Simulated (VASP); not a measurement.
# HC6 in VASP: further runs

HC6 is run at these levels: LDA; tasks: single point.

All numbers are computed with VASP 6.6.1; they aren't measurements. Logs are shortened: lines on timing, memory, paths and dates and some standing lists are left out, and cuts for length are marked.

### Step 1. The cell of the first run

The cell holds a wire or tube with vacuum around it, 14 atoms: a = 4.890 Å, b = 8.870 Å, c = 22.747 Å, α = 90.00°, β = 90.00°, γ = 97.92°.

### Step 2. Single point, LDA

File INCAR:

```
SYSTEM = HC6
  PREC = Accurate
  ENCUT = 520
  EDIFF = 1E-6
  ISMEAR = 0
  SIGMA = 0.1
  LREAL = .False.
  LASPH = .True.
  NELM = 60
  ALGO = Normal
  ISIF = 2
  LWAVE = .False.
  LCHARG = .False.
  LDIPOL = .True.
  IDIPOL = 3
  DIPOL = 0.5 0.5 0.312
  NBANDS = 38
```

File KPOINTS:

```
regular mesh
0
Gamma
  6 3 1
  0 0 0
```

File POSCAR:

```
HC6
1.0
    4.8895256614      0.0000000000      0.0000000000
   -1.2223814153      8.7849592876      0.0000000000
    0.0000000000      0.0000000000     22.7474729025
C H
12 2
Direct
    0.0193612757      0.0774451030      0.1758437088
    0.5193612758      0.0774451030      0.1758437088
    0.2742015947      0.0968063788      0.2059542860
    0.7742015947      0.0968063788      0.2059542860
    0.2838822326      0.1355289303      0.2661754406
    0.7838822326      0.1355289303      0.2661754406
    0.0386279421      0.1545151615      0.2955067254
    0.5386279421      0.1545151615      0.2955067254
    0.0488684834      0.1954807970      0.3583587359
    0.5488684834      0.1954807970      0.3583587359
    0.3031723044      0.2126952264      0.3845470194
    0.8031723044      0.2126952264      0.3845470194
    0.0488684834      0.1588387656      0.4988454300
    0.0488684834      0.2321228284      0.4988454300
```

Potentials or basis: VASP PAW LDA potentials, release 64 (C, H).

Launch:

```
> cat potpaw_LDA.64/C/POTCAR potpaw_LDA.64/H/POTCAR > POTCAR
> mpirun -np 1 vasp_std > vasp.out
```

OUTCAR:

```text
SYSTEM = HC6
   PREC = Accurate
   ENCUT = 520
   EDIFF = 1E-6
   ISMEAR = 0
   LREAL = .False.
   LASPH = .True.
   NELM = 60
   ISIF = 2

 ion  position               nearest neighbor table
   1  0.019  0.077  0.176-   4 1.41   3 1.41
   2  0.519  0.077  0.176-   4 1.41   3 1.41
   3  0.274  0.097  0.206-   2 1.41   1 1.41   5 1.41
   4  0.774  0.097  0.206-   1 1.41   2 1.41   6 1.41
   5  0.284  0.136  0.266-   8 1.40   7 1.40   3 1.41
   6  0.784  0.136  0.266-   7 1.40   8 1.40   4 1.41
   7  0.039  0.155  0.296-   6 1.40   5 1.40   9 1.47
   8  0.539  0.155  0.296-   5 1.40   6 1.40  10 1.47
   9  0.049  0.195  0.358-  12 1.37  11 1.37   7 1.47
  10  0.549  0.195  0.358-  11 1.37  12 1.37   8 1.47
  11  0.303  0.213  0.385-  10 1.37   9 1.37
  12  0.803  0.213  0.385-   9 1.37  10 1.37
  13  0.049  0.159  0.499-  14 0.65
  14  0.049  0.232  0.499-  13 0.65

  LATTYP: Found a simple monoclinic cell.
 ALAT       =     4.8895256614
 B/A-ratio  =     4.6522862293
 C/A-ratio  =     1.8139991911
 COS(beta)  =    -0.1378170405

  Lattice vectors:

 A1 = (   4.8895256614,   0.0000000000,   0.0000000000)
 A2 = (   0.0000000000,   0.0000000000, -22.7474729025)
 A3 = (  -1.2223814153,   8.7849592876,   0.0000000000)

Analysis of symmetry for initial positions (statically):
=====================================================================
 Subroutine PRICEL returns:
 Original cell was already a primitive cell.

 Routine SETGRP: Setting up the symmetry group for a
 simple monoclinic supercell.

 Subroutine GETGRP returns: Found  1 space group operations
 (whereof  1 operations were pure point group operations)
 out of a pool of  4 trial point group operations.

The static configuration has the point symmetry C_1 .

Analysis of symmetry for dynamics (positions and initial velocities):
=====================================================================
 Subroutine PRICEL returns:
 Original cell was already a primitive cell.

 Routine SETGRP: Setting up the symmetry group for a
 simple monoclinic supercell.

 Subroutine GETGRP returns: Found  1 space group operations
 (whereof  1 operations were pure point group operations)
 out of a pool of  4 trial point group operations.

The dynamic configuration has the point symmetry C_1 .

 Subroutine INISYM returns: Found  1 space group operations
 (whereof  1 operations are pure point group operations),
 and found     1 'primitive' translations

----------------------------------------------------------------------------------------

                                     Primitive cell

  volume of cell :     977.1014

  direct lattice vectors                    reciprocal lattice vectors
     4.889525661  0.000000000  0.000000000     0.204518816  0.028457730  0.000000000
    -1.222381415  8.784959288  0.000000000     0.000000000  0.113830920  0.000000000
     0.000000000  0.000000000 22.747472903     0.000000000  0.000000000  0.043960927

  length of vectors
     4.889525661  8.869595594 22.747472903     0.206489197  0.113830920  0.043960927

  position of ions in fractional coordinates (direct lattice)
     0.019361276  0.077445103  0.175843709
     0.519361276  0.077445103  0.175843709
     0.274201595  0.096806379  0.205954286
     0.774201595  0.096806379  0.205954286
     0.283882233  0.135528930  0.266175441
     0.783882233  0.135528930  0.266175441
     0.038627942  0.154515162  0.295506725
     0.538627942  0.154515162  0.295506725
     0.048868483  0.195480797  0.358358736
     0.548868483  0.195480797  0.358358736
     0.303172304  0.212695226  0.384547019
     0.803172304  0.212695226  0.384547019
     0.048868483  0.158838766  0.498845430
     0.048868483  0.232122828  0.498845430

  ion indices of the primitive-cell ions
   primitive index   ion index
                 1           1
                 2           2
                 3           3
                 4           4
                 5           5
                 6           6
                 7           7
                 8           8
                 9           9
                10          10
                11          11
                12          12
                13          13
                14          14

----------------------------------------------------------------------------------------

 KPOINTS: regular mesh

Automatic generation of k-mesh.
 Grid dimensions read from file:
 generate k-points for:    6    3    1

 Generating k-lattice:

  Cartesian coordinates                     Fractional coordinates (reciprocal lattice)
     0.034086469  0.004742955  0.000000000     0.166666667  0.000000000  0.000000000
     0.000000000  0.037943640  0.000000000     0.000000000  0.333333333  0.000000000
     0.000000000  0.000000000  0.043960927     0.000000000  0.000000000  1.000000000

  Length of vectors
     0.034414866  0.037943640  0.043960927

  Shift w.r.t. Gamma in fractional coordinates (k-lattice)
     0.000000000  0.000000000  0.000000000

 Subroutine IBZKPT returns following result:
 ===========================================

 Found     10 irreducible k-points:

 Following reciprocal coordinates:
            Coordinates               Weight
  0.000000  0.000000  0.000000      1.000000
  0.166667  0.000000  0.000000      2.000000
  0.333333  0.000000  0.000000      2.000000
  0.500000  0.000000  0.000000      1.000000
  0.000000  0.333333  0.000000      2.000000
  0.166667  0.333333  0.000000      2.000000
  0.333333  0.333333  0.000000      2.000000
  0.500000  0.333333  0.000000      2.000000
 -0.333333  0.333333  0.000000      2.000000
 -0.166667  0.333333  0.000000      2.000000
   k-points           NKPTS =     10   k-points in BZ     NKDIM =     10   number of bands    NBANDS=     38
   number of dos      NEDOS =    301   number of ions     NIONS =     14
   total plane-waves  NPLWV = 453600
   dimension x,y,z NGX =    36 NGY =   70 NGZ =  180
   dimension x,y,z NGXF=    72 NGYF=  140 NGZF=  360
   ions per type =              12   2
   NGX,Y,Z   is equivalent  to a cutoff of  12.24, 13.12, 13.15 a.u.
   NGXF,Y,Z  is equivalent  to a cutoff of  24.48, 26.24, 26.31 a.u.
 SYSTEM =  HC6
   PREC   = accura    normal or accurate (medium, high low for compatibility)
   ISTART =      0    job   : 0-new  1-cont  2-samecut
   ICHARG =      2    charge: 1-file 2-atom 10-const
   ISPIN  =      1    spin polarized calculation?
   LNONCOLLINEAR =      F non collinear calculations
   LSORBIT =      F    spin-orbit coupling
   LASPH  =      T    aspherical Exc in radial PAW
   ENCUT  =  520.0 eV  38.22 Ry    6.18 a.u.   9.09 16.49 42.30*2*pi/ulx,y,z
   NELM   =     60;   NELMIN=  2; NELMDL= -5     # of ELM steps
   EDIFF  = 0.1E-05   stopping-criterion for ELM
   LREAL  =      F    real-space projection
[... 7 lines left out ...]
   TEBEG  =    0.0;   TEEND  =   0.0 temperature during run
   PSTRESS=    0.0 pullay stress
   NELECT =      50.0000    total number of electrons
   NUPDOWN=      -1.0000    fix difference up-down
   EMIN   =  10.00;   EMAX   =-10.00  energy-range for DOS
   EFERMI =   0.00;   METHOD = LEGACY
   ISMEAR =     0;   SIGMA  =   0.10  broadening in eV -4-tet -1-fermi 0-gaus
   EFERMI_NEDOS =   21; number of points for ismear=-14 and -15
   IALGO  =     38    algorithm
   IMIX   =      4    mixing-type and parameters
     AMIX     =   0.40;   BMIX     =  1.00
     AMIX_MAG =   1.60;   BMIX_MAG =  1.00
  volume/ion in A,a.u.               =      69.79       470.99
  Fermi-wavevector in a.u.,A,eV,Ry     =   0.607787  1.148551  5.026066  0.369405
  Thomas-Fermi vector in A             =   1.662378
   LORBIT       =      0    0 simple, 1 ext, 2 COOP (PROOUT), +10 PAW based schemes
   GGA     = CA    functional components
   LHFCALC =     F    Hartree Fock is set to
   AEXX    =    0.0000 exact exchange contribution
   IVDW    =     0    specifies the selected vdW correction
   LEPSILON=     F    determine dielectric tensor
   LRPA    =     F    only Hartree local field effects (RPA)
 non-spin polarized calculation
 Gauss-broadening in eV      SIGMA  =   0.10
  energy-cutoff  :      520.00
  volume of cell :      977.10
 maximum number of plane-waves:     26378
   NGX = 19   NGY = 33   NGZ = 85

 dipolmoment           0.000000      0.000000      0.010876 electrons x Angstroem

 number of electron      49.9999997 magnetization

 dipolmoment           0.000000      0.000000     -0.137633 electrons x Angstroem

 Free energy of the ion-electron system (eV)
  ---------------------------------------------------
  ext. energy  EPLUGINS =         0.00000000
  ---------------------------------------------------
  free energy    TOTEN  =      -113.55602910 eV

  energy without entropy =     -113.49738494  energy(sigma->0) =     -113.52670702

 E-fermi :  -4.8438     XC(G=0):  -1.9642

 val. band max:       -4.8839510958   @ k =   0.5000   0.3333   0.0000
 cond. band min:      -4.8123827965   @ k =   0.5000   0.0000   0.0000
 fundamental gap:      0.0715682993
 Fermi energy:        -4.8437708010

 k-point     1 :       0.0000    0.0000    0.0000
  band No.  band energies     occupation
      1     -23.5652      2.00000
      2     -21.8474      2.00000
      3     -19.4029      2.00000
      4     -19.3403      2.00000
      5     -19.3035      2.00000
      6     -17.7247      2.00000
[... 29 lines left out ...]
     36       1.6286      0.00000
     37       1.7429      0.00000
[... 328 lines left out ...]
      6     -17.7194      2.00000
[... 29 lines left out ...]
     36       1.4287      0.00000
     37       1.9529      0.00000
 [bands above 37 left out]

------------------------ aborting loop because EDIFF is reached ----------------------------------------

 vacuum level on the upper side and lower side of the slab       (xc-potential included)        -0.314         0.255

  FORCE on cell =-STRESS in cart. coord.  units (eV):
  Direction    XX          YY          ZZ          XY          YZ          ZX
  --------------------------------------------------------------------------------------
  -------------------------------------------------------------------------------------
  Total        0.4680997      3.6684226      1.9679284     -0.5112284      0.6239594     -0.0020259
  in kB        0.7675546      6.0152031      3.2268609     -0.8382738      1.0231216     -0.0033219
  external PRESSURE =       3.3365395 kB  Pullay stress =       0.0000000 kB

 VOLUME and BASIS-vectors are now :
 -----------------------------------------------------------------------------
  energy-cutoff  :      520.00
  volume of cell :      977.10
      direct lattice vectors                 reciprocal lattice vectors
     4.889525661  0.000000000  0.000000000     0.204518816  0.028457730  0.000000000
    -1.222381415  8.784959288  0.000000000     0.000000000  0.113830920  0.000000000
     0.000000000  0.000000000 22.747472903     0.000000000  0.000000000  0.043960927

 POSITION                                       TOTAL-FORCE (eV/Angst)
 -----------------------------------------------------------------------------------
     -0.00000      0.68035      4.00000        -0.000519      0.409726      1.670244
      2.44476      0.68035      4.00000         0.000191      0.406504      1.641083
      1.22238      0.85044      4.68494         0.014517     -0.808815     -3.235979
      3.66714      0.85044      4.68494        -0.014194     -0.808870     -3.235594
      1.22238      1.19062      6.05482         0.059237      0.371611      1.477275
      3.66714      1.19062      6.05482        -0.059878      0.371694      1.477870
     -0.00000      1.35741      6.72203         0.000797      0.039625      0.095298
      2.44476      1.35741      6.72203        -0.000275      0.000635     -0.014103
     -0.00001      1.71729      8.15176         0.000134      0.089619      0.362506
      2.44475      1.71729      8.15176         0.000087     -0.075606     -0.328971
      1.22237      1.86852      8.74747         0.273308     -0.007125      0.103998
      3.66714      1.86852      8.74747        -0.272494      0.001385      0.111025
      0.04478      1.39539     11.34747         0.794472     -5.607692     -0.042668
     -0.04480      2.03919     11.34747        -0.795381      5.617308     -0.081983
 -----------------------------------------------------------------------------------
    total drift:                                0.000590      0.000097     -0.000170

  FREE ENERGIE OF THE ION-ELECTRON SYSTEM (eV)
  ---------------------------------------------------
  free  energy   TOTEN  =      -113.5560291040 eV

  energy  without entropy=     -113.4973849426  energy(sigma->0) =     -113.52670702

 vacuum level on the upper side and lower side of the slab         0.968         1.549
```

It took 17 min on 1 thread of Intel Xeon Platinum 8488C (Sapphire Rapids), shared host; peak memory 0.79 GiB.

Results:

```
Free energy            : -113.5560 eV
Largest force          : 5.674 eV/Å
Band gap on the k mesh : 0.07 eV
```

Forces in eV/Å, atoms in the order of the input:
```
C   -0.001  0.410  1.670
C    0.000  0.407  1.641
C    0.015 -0.809 -3.236
C   -0.014 -0.809 -3.236
C    0.059  0.372  1.477
C   -0.060  0.372  1.478
C    0.001  0.040  0.095
C    0.000  0.001 -0.014
C    0.000  0.090  0.363
C    0.000 -0.076 -0.329
C    0.273 -0.007  0.104
C   -0.272  0.001  0.111
H    0.794 -5.608 -0.043
H   -0.795  5.617 -0.082
```

### Step 3. Single point, LDA

INCAR, as its differences from that of step 2:

```diff
@@ -8,3 +8,3 @@
   LASPH = .True.
-  NELM = 60
+  NELM = 100
   ALGO = Normal
@@ -15,3 +15,3 @@
   IDIPOL = 3
-  DIPOL = 0.5 0.5 0.312
+  DIPOL = 0.5 0.5 0.305
   NBANDS = 38
```

File KPOINTS:

```
Automatic mesh
0
Gamma
  6 3 1
  0 0 0
```

POSCAR, as its differences from that of step 2:

```diff
@@ -20,3 +20,3 @@
     0.8031723044      0.2126952264      0.3845470194
-    0.0488684834      0.1588387656      0.4988454300
-    0.0488684834      0.2321228284      0.4988454300
+    0.0488684834      0.1588387656      0.4465319267
+    0.0488684834      0.2321228284      0.4465319267
```

Potentials or basis: VASP PAW LDA potentials, release 64 (C, H).

Launch:

```
> cat potpaw_LDA.64/C/POTCAR potpaw_LDA.64/H/POTCAR > POTCAR
> mpirun -np 1 vasp_std > vasp.out
```

It took 28 min on 1 thread of Intel Xeon 8259CL, shared host; peak memory 0.79 GiB.

The run converged. Its results:

```
Free energy            : -113.6282 eV
Largest force          : 7.107 eV/Å
Band gap on the k mesh : 0.04 eV
```

Forces on the atoms (eV/Å):
```
C   -0.002  0.360  1.711
C    0.002  0.491  1.607
C    0.055 -0.794 -3.025
C   -0.056 -0.798 -3.027
C    0.134  0.256  1.110
C   -0.133  0.264  1.116
C    0.003  0.569  0.733
C   -0.002  0.156  0.301
C   -0.004 -0.028 -1.546
C    0.011 -0.175 -0.557
C   -0.326 -0.457  0.356
C    0.335 -0.339  0.383
H    1.200 -6.495  0.438
H   -1.218  6.990  0.401
```

Levels at points of the mesh, in eV from the valence-band top:
```
           k point  band 22  band 23  band 24  band 25  band 26  band 27  band 28  band 29
(0.00, 0.00, 0.00)    -2.25    -1.42    -0.20    -0.10     0.04     0.84     1.07     2.17
(0.50, 0.00, 0.00)    -1.88    -1.85    -0.96     0.00     0.04     0.70     2.81     2.82
```

### Step 4. Single point, LDA

File INCAR:

```
PREC = Accurate ; ENCUT = 520
EDIFF = 1E-7 ; ISMEAR = 0
SIGMA = 0.1 ; LREAL = False
LASPH = True ; NELM = 60
ALGO = Normal ; ISIF = 2
LWAVE = False ; LCHARG = False
LDIPOL = True ; IDIPOL = 3
DIPOL = 0.5 0.5 0.309 ; NBANDS = 38
```

File KPOINTS:

```
Automatic mesh
0
Gamma
  6 3 1
```

POSCAR, as its differences from that of step 3:

```diff
@@ -20,3 +20,3 @@
     0.8031723044      0.2126952264      0.3845470194
-    0.0488684834      0.1588387656      0.4465319267
-    0.0488684834      0.2321228284      0.4465319267
+    0.0488684834      0.1588387656      0.4746669201
+    0.0488684834      0.2321228284      0.4746669201
```

Launch:

```
> cat potpaw_LDA.64/C/POTCAR potpaw_LDA.64/H/POTCAR > POTCAR
> mpirun -np 1 vasp_std > vasp.out
```

Wall time 27 min (1 thread of Intel Xeon 8259CL, shared host); peak memory 0.79 GiB.

The run converged. Its results:

* Free energy: -113.6587 eV
* Largest force: 5.989 eV/Å
* Band gap on the k mesh: 0.05 eV (least direct gap 0.07 eV)

Forces in eV/Å, atoms in the order of the input:
```
C   -0.001  0.393  1.625
C    0.001  0.404  1.551
C    0.050 -0.799 -3.143
C   -0.050 -0.799 -3.142
C    0.139  0.346  1.393
C   -0.139  0.347  1.395
C    0.002  0.156  0.265
C   -0.001  0.017  0.001
C    0.000  0.160  0.527
C    0.000 -0.166 -0.765
C    0.500 -0.087  0.254
C   -0.496 -0.054  0.273
H    0.876 -5.840 -0.076
H   -0.880  5.922 -0.159
```

Levels at points of the mesh, in eV from the valence-band top:
| k point | band 22 | band 23 | band 24 | band 25 | band 26 | band 27 | band 28 | band 29 |
| --- | --- | --- | --- | --- | --- | --- | --- | --- |
| (0.00, 0.00, 0.00) | -2.23 | -0.67 | -0.25 | -0.17 | 0.30 | 0.72 | 0.87 | 2.25 |
| (0.50, 0.00, 0.00) | -1.81 | -1.78 | -0.28 | 0.00 | 0.07 | 0.22 | 2.88 | 2.92 |

### Step 5. The runs side by side

| cell | gap on the mesh (eV) | largest force (eV/Å) |
| --- | --- | --- |
| as given, atomic positions A | 0.07 | 5.67 |
| as given, atomic positions B | 0.04 | 7.11 |
| as given, atomic positions C | 0.05 | 5.99 |

Alike in all rows: task single point; level LDA; potentials or basis VASP PAW LDA potentials, release 64 (C, H); no spin polarisation; k mesh 6 × 3 × 1; cutoff (eV) 520; smearing gaussian 0.1 eV.

Absolute energies hang on the potentials; compare differences alone.
